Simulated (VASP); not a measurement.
# CO in VASP: single point with PBE+D3(BJ)

Aim: the single point of CO with PBE+D3(BJ).

Everything below comes from runs of VASP 6.6.1. Logs are shortened: lines on timing, memory, paths and dates and some standing lists are left out, and cuts for length are marked.

## (1) The cell of the first run

The cell holds a disordered packing, 12 atoms: a = 7.677 Å, b = 7.677 Å, c = 7.677 Å, α = 90.00°, β = 90.00°, γ = 90.00°.

## (2) Single point, PBE+D3(BJ)

Contents of INCAR:

```
SYSTEM = CO
ALGO = Normal
EDIFF = 1E-6
ENCUT = 1000
GGA = PE
GGA_COMPAT = .FALSE.
ISIF = 2
ISMEAR = -1
IVDW = 12
LASPH = .TRUE.
LCHARG = .TRUE.
LELF = .TRUE.
LREAL = .FALSE.
LVHAR = .TRUE.
LWAVE = .FALSE.
NBANDS = 42
NELM = 120
PREC = Accurate
SIGMA = 0.02
```

Contents of KPOINTS:

```
k-points
0
G
  1 1 1
  0 0 0
```

Contents of POSCAR:

```
CO
1.0
    7.6766930000      0.0000000000      0.0000000000
    0.0000000000      7.6766930000      0.0000000000
    0.0000000000      0.0000000000      7.6766930000
O C
6 6
Direct
    0.0794222200      0.3256871155      0.2340591189
    0.7879043750      0.5975619971      0.4080012057
    1.2840294642      0.7923073125      0.1746715676
    0.2888874155      0.5233373277      0.8203532433
    0.7067366117      0.0227962744      1.1538431978
    0.2183752822      0.9919766233      0.5892641532
    0.1774722527      0.3693517508      0.3407977888
    0.8354378637      0.6853211402      0.5204975632
    1.3477027152      0.7306531602      0.2929646920
    0.2316231742      0.6300369182      0.7513261244
    0.7158420950      0.1473290647      1.0768438962
    0.1229696173      0.9877169766      0.4852219569
```

Potentials or basis: VASP PAW PBE potentials, release 64 (O_h, C_h).

The run is started by

```bash
$ cat potpaw_PBE.64/O_h/POTCAR potpaw_PBE.64/C_h/POTCAR > POTCAR
$ mpirun -np 1 vasp_gam > vasp.out
```

OUTCAR:

```text
SYSTEM = CO
   EDIFF = 1E-6
   ENCUT = 1000
   GGA = PE
   ISIF = 2
   ISMEAR = -1
   IVDW = 12
   LASPH = .TRUE.
   LREAL = .FALSE.
   NELM = 120
   PREC = Accurate
 IVDW          = 12

 ion  position               nearest neighbor table
   1  0.079  0.326  0.234-   7 1.16
   2  0.788  0.598  0.408-   8 1.15
   3  0.284  0.792  0.175-   9 1.13
   4  0.289  0.523  0.820-  10 1.07
   5  0.707  0.023  0.154-  11 1.13
   6  0.218  0.992  0.589-  12 1.08
   7  0.177  0.369  0.341-   1 1.16
   8  0.835  0.685  0.520-   2 1.15
   9  0.348  0.731  0.293-   3 1.13
  10  0.232  0.630  0.751-   4 1.07
  11  0.716  0.147  0.077-   5 1.13
  12  0.123  0.988  0.485-   6 1.08

  LATTYP: Found a simple cubic cell.
 ALAT       =     7.6766930000

  Lattice vectors:

 A1 = (   7.6766930000,   0.0000000000,   0.0000000000)
 A2 = (   0.0000000000,   7.6766930000,   0.0000000000)
 A3 = (   0.0000000000,   0.0000000000,   7.6766930000)

Analysis of symmetry for initial positions (statically):
=====================================================================
 Subroutine PRICEL returns:
 Original cell was already a primitive cell.

 Routine SETGRP: Setting up the symmetry group for a
 simple cubic supercell.

 Subroutine GETGRP returns: Found  1 space group operations
 (whereof  1 operations were pure point group operations)
 out of a pool of 48 trial point group operations.

The static configuration has the point symmetry C_1 .

Analysis of symmetry for dynamics (positions and initial velocities):
=====================================================================
 Subroutine PRICEL returns:
 Original cell was already a primitive cell.

 Routine SETGRP: Setting up the symmetry group for a
 simple cubic supercell.

 Subroutine GETGRP returns: Found  1 space group operations
 (whereof  1 operations were pure point group operations)
 out of a pool of 48 trial point group operations.

The dynamic configuration has the point symmetry C_1 .

 Subroutine INISYM returns: Found  1 space group operations
 (whereof  1 operations are pure point group operations),
 and found     1 'primitive' translations

----------------------------------------------------------------------------------------

                                     Primitive cell

  volume of cell :     452.3999

  direct lattice vectors                    reciprocal lattice vectors
     7.676693000  0.000000000  0.000000000     0.130264425  0.000000000  0.000000000
     0.000000000  7.676693000  0.000000000     0.000000000  0.130264425  0.000000000
     0.000000000  0.000000000  7.676693000     0.000000000  0.000000000  0.130264425

  length of vectors
     7.676693000  7.676693000  7.676693000     0.130264425  0.130264425  0.130264425

  position of ions in fractional coordinates (direct lattice)
     0.079422220  0.325687116  0.234059119
     0.787904375  0.597561997  0.408001206
     0.284029464  0.792307313  0.174671568
     0.288887415  0.523337328  0.820353243
     0.706736612  0.022796274  0.153843198
     0.218375282  0.991976623  0.589264153
     0.177472253  0.369351751  0.340797789
     0.835437864  0.685321140  0.520497563
     0.347702715  0.730653160  0.292964692
     0.231623174  0.630036918  0.751326124
     0.715842095  0.147329065  0.076843896
     0.122969617  0.987716977  0.485221957

  ion indices of the primitive-cell ions
   primitive index   ion index
                 1           1
                 2           2
                 3           3
                 4           4
                 5           5
                 6           6
                 7           7
                 8           8
                 9           9
                10          10
                11          11
                12          12

----------------------------------------------------------------------------------------

 KPOINTS: k-points

Automatic generation of k-mesh.
 Grid dimensions read from file:
 generate k-points for:    1    1    1

 Generating k-lattice:

  Cartesian coordinates                     Fractional coordinates (reciprocal lattice)
     0.130264425  0.000000000  0.000000000     1.000000000  0.000000000  0.000000000
     0.000000000  0.130264425  0.000000000     0.000000000  1.000000000  0.000000000
     0.000000000  0.000000000  0.130264425     0.000000000  0.000000000  1.000000000

  Length of vectors
     0.130264425  0.130264425  0.130264425

  Shift w.r.t. Gamma in fractional coordinates (k-lattice)
     0.000000000  0.000000000  0.000000000

 Subroutine IBZKPT returns following result:
 ===========================================

 Found      1 irreducible k-points:

 Following reciprocal coordinates:
            Coordinates               Weight
  0.000000  0.000000  0.000000      1.000000
   k-points           NKPTS =      1   k-points in BZ     NKDIM =      1   number of bands    NBANDS=     42
   number of dos      NEDOS =    301   number of ions     NIONS =     12
   total plane-waves  NPLWV = 512000
   dimension x,y,z NGX =    80 NGY =   80 NGZ =   80
   dimension x,y,z NGXF=   160 NGYF=  160 NGZF=  160
   ions per type =               6   6
   NGX,Y,Z   is equivalent  to a cutoff of  17.32, 17.32, 17.32 a.u.
   NGXF,Y,Z  is equivalent  to a cutoff of  34.65, 34.65, 34.65 a.u.
 SYSTEM =  CO
   PREC   = accura    normal or accurate (medium, high low for compatibility)
   ISTART =      0    job   : 0-new  1-cont  2-samecut
   ICHARG =      2    charge: 1-file 2-atom 10-const
   ISPIN  =      1    spin polarized calculation?
   LNONCOLLINEAR =      F non collinear calculations
   LSORBIT =      F    spin-orbit coupling
   LASPH  =      T    aspherical Exc in radial PAW
   ENCUT  = 1000.0 eV  73.50 Ry    8.57 a.u.  19.79 19.79 19.79*2*pi/ulx,y,z
   NELM   =    120;   NELMIN=  2; NELMDL= -5     # of ELM steps
   EDIFF  = 0.1E-05   stopping-criterion for ELM
   LREAL  =      F    real-space projection
   EDIFFG = 0.1E-04   stopping-criterion for IOM
   NSW    =      0    number of steps for IOM
   IBRION =     -1    ionic relax: 0-MD 1-quasi-New 2-CG
   NFREE  =      0    steps in history (QN), initial steepest desc. (CG)
   ISIF   =      2    stress and relaxation
   ISYM   =      2    0-nonsym 1-usesym 2-fastsym
   POTIM  = 0.5000    time-step for ionic-motion
   TEBEG  =    0.0;   TEEND  =   0.0 temperature during run
   PSTRESS=    0.0 pullay stress
   NELECT =      60.0000    total number of electrons
   NUPDOWN=      -1.0000    fix difference up-down
   EMIN   =  10.00;   EMAX   =-10.00  energy-range for DOS
   EFERMI =   0.00;   METHOD = LEGACY
   ISMEAR =    -1;   SIGMA  =   0.02  broadening in eV -4-tet -1-fermi 0-gaus
   EFERMI_NEDOS =   21; number of points for ismear=-14 and -15
   IALGO  =     38    algorithm
   IMIX   =      4    mixing-type and parameters
     AMIX     =   0.40;   BMIX     =  1.00
     AMIX_MAG =   1.60;   BMIX_MAG =  1.00
  volume/ion in A,a.u.               =      37.70       254.41
  Fermi-wavevector in a.u.,A,eV,Ry     =   0.834868  1.577671  9.483320  0.697004
  Thomas-Fermi vector in A             =   1.948331
   LORBIT       =      0    0 simple, 1 ext, 2 COOP (PROOUT), +10 PAW based schemes
   GGA     = PE    functional components
   LHFCALC =     F    Hartree Fock is set to
   AEXX    =    0.0000 exact exchange contribution
   IVDW    =    12    specifies the selected vdW correction
   LEPSILON=     F    determine dielectric tensor
   LRPA    =     F    only Hartree local field effects (RPA)
 non-spin polarized calculation
  energy-cutoff  :     1000.00
  volume of cell :      452.40
 maximum number of plane-waves:     16212
 NGX is ok and might be reduce to    80
   NGX = 39   NGY = 39   NGZ = 39

 number of electron      60.0000001 magnetization

 Free energy of the ion-electron system (eV)
  ---------------------------------------------------
  ext. energy  EPLUGINS =         0.00000000
  ---------------------------------------------------
  free energy    TOTEN  =       -89.07069261 eV

  energy without entropy =      -89.07069261  energy(sigma->0) =      -89.07069261

 E-fermi :  -5.7713     XC(G=0):  -4.6859

 val. band max:       -6.3159550174   @ k =   0.0000   0.0000   0.0000
 cond. band min:      -0.5700598045   @ k =   0.0000   0.0000   0.0000
 fundamental gap:      5.7458952130
 Fermi energy:        -5.7713098226

 k-point     1 :       0.0000    0.0000    0.0000
  band No.  band energies     occupation
      1     -27.8292      2.00000
      2     -27.6061      2.00000
      3     -27.0625      2.00000
      4     -27.0539      2.00000
      5     -26.6837      2.00000
      6     -26.6399      2.00000
      7     -11.9953      2.00000
      8     -11.9135      2.00000
      9     -11.8103      2.00000
     10     -11.8049      2.00000
     11     -11.7685      2.00000
     12     -11.7011      2.00000
     13     -10.1102      2.00000
     14     -10.0557      2.00000
     15     -10.0077      2.00000
     16      -9.9579      2.00000
     17      -9.6700      2.00000
     18      -9.5659      2.00000
     19      -9.5463      2.00000
     20      -9.4906      2.00000
     21      -9.4559      2.00000
     22      -9.2972      2.00000
     23      -9.2750      2.00000
     24      -9.1930      2.00000
     25      -7.4821      2.00000
     26      -6.8795      2.00000
     27      -6.6889      2.00000
     28      -6.5303      2.00000
     29      -6.4097      2.00000
     30      -6.3160      2.00000
     31      -0.5701      0.00000
     32      -0.3460      0.00000
     33      -0.0486      0.00000
     34       0.0186      0.00000
     35       0.1966      0.00000
     36       0.3513      0.00000
     37       0.3903      0.00000
     38       0.6294      0.00000
     39       0.8400      0.00000
     40       1.0309      0.00000
     41       1.0538      0.00000
     42       1.3200      0.00000

------------------------ aborting loop because EDIFF is reached ----------------------------------------

 Edisp (eV)   -0.43124

 E8    (eV) :    -0.1128

  FORCE on cell =-STRESS in cart. coord.  units (eV):
  Direction    XX          YY          ZZ          XY          YZ          ZX
  --------------------------------------------------------------------------------------
  -------------------------------------------------------------------------------------
  Total       3.58641     6.68878     4.43769    -4.19434    -6.01976     3.63333
  in kB      12.70130    23.68837    15.71612   -14.85428   -21.31903    12.86745
  external pressure =       17.37 kB  Pullay stress =        0.00 kB

 VOLUME and BASIS-vectors are now :
 -----------------------------------------------------------------------------
  energy-cutoff  :     1000.00
  volume of cell :      452.40
      direct lattice vectors                 reciprocal lattice vectors
     7.676693000  0.000000000  0.000000000     0.130264425  0.000000000  0.000000000
     0.000000000  7.676693000  0.000000000     0.000000000  0.130264425  0.000000000
     0.000000000  0.000000000  7.676693000     0.000000000  0.000000000  0.130264425

 POSITION                                       TOTAL-FORCE (eV/Angst)
 -----------------------------------------------------------------------------------
      0.60970      2.50020      1.79680         1.835768      0.874770      1.901219
      6.04850      4.58730      3.13210         0.644631      1.165752      1.470727
      2.18041      6.08230      1.34090        -0.017266      0.007291     -0.190517
      2.21770      4.01750      6.29760         3.924824     -7.291978      4.728087
      5.42540      0.17500      1.18101        -0.072186     -0.968344      0.607827
      1.67640      7.61510      4.52360         4.709972      0.349284      5.182374
      1.36240      2.83540      2.61620        -1.848270     -0.857277     -1.976650
      6.41340      5.26100      3.99570        -0.696551     -1.158841     -1.463029
      2.66921      5.60900      2.24900         0.172881     -0.070589      0.020710
      1.77810      4.83660      5.76770        -3.911276      7.147547     -4.675712
      5.49530      1.13100      0.58991         0.057475      0.958908     -0.601698
      0.94400      7.58240      3.72490        -4.800001     -0.156522     -5.003337
 -----------------------------------------------------------------------------------
    total drift:                                0.000897     -0.000988      0.001665

  FREE ENERGIE OF THE ION-ELECTRON SYSTEM (eV)
  ---------------------------------------------------
  free  energy   TOTEN  =       -89.5019361748 eV

  energy  without entropy=      -89.5019361748  energy(sigma->0) =      -89.50193617
```

Run time: 83 s. Hardware: 1 thread of Intel Xeon Platinum 8375C at 2.90GHz (Ice Lake), shared host; peak memory 0.9 GiB.

Results:

```yaml
Free_energy: -89.5019 eV
Pressure: 1.7 GPa
Largest_force: 9.536 eV/Å
Dispersion_energy_per_atom: -0.036 eV
```

Forces in eV/Å, atoms in the order of the input:
```
O    1.836  0.875  1.901
O    0.645  1.166  1.471
O   -0.017  0.007 -0.191
O    3.925 -7.292  4.728
O   -0.072 -0.968  0.608
O    4.710  0.349  5.182
C   -1.848 -0.857 -1.977
C   -0.697 -1.159 -1.463
C    0.173 -0.071  0.021
C   -3.911  7.148 -4.676
C    0.057  0.959 -0.602
C   -4.800 -0.157 -5.003
```

Levels at points of the mesh, in eV from the Fermi level:
| k point | band 27 | band 28 | band 29 | band 30 | band 31 | band 32 | band 33 | band 34 |
| --- | --- | --- | --- | --- | --- | --- | --- | --- |
| (0.00, 0.00, 0.00) | -0.92 | -0.76 | -0.64 | -0.54 | 5.20 | 5.43 | 5.72 | 5.79 |

Caveat: the k points lie up to 0.82 Å⁻¹ apart, too coarse for converged energies, forces and pressures; the atoms stand as in a frame of molecular dynamics.
